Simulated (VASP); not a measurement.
Here is a VASP 6.6.1 calculation.

INCAR

```
ALGO = Normal
EDIFF = 1E-7
ENCUT = 520
GGA = PE
ISIF = 2
ISMEAR = 0
LASPH = True
LCHARG = False
LREAL = False
LWAVE = False
NBANDS = 11
NELM = 60
PREC = Accurate
SIGMA = 0.15
```

The input KPOINTS:

```
k-points
0
Gamma
  20 20 20
```

File POSCAR:

```
Pt
1.0
   -0.0992482356      1.8956412995      1.8956412995
    1.8956412995     -0.0992482356      1.8956412995
    1.8956412995      1.8956412995     -0.0992482356
Pt
1
Direct
    0.0000000000      0.0000000000      0.0000000000
```

Potentials or basis: VASP PAW PBE potentials, release 64 (Pt).

Command:

```bash
$ cat potpaw_PBE.64/Pt/POTCAR > POTCAR
$ mpirun -np 1 vasp_std > vasp.out
```

Problem. Estimate the band gap on the k mesh.

Solution. Zero (band 5 reaches 12.49 eV, above the bottom of band 6 at 9.71 eV).

Problem. Estimate the pressure.

Solution. 19.8 GPa.

Stress tensor (GPa, compression positive):
```
19.83  5.26  5.26
 5.26 19.83  5.26
 5.26  5.26 19.83
```

Caveat: spin-orbit coupling is left out, which moves the levels of the heavy elements.
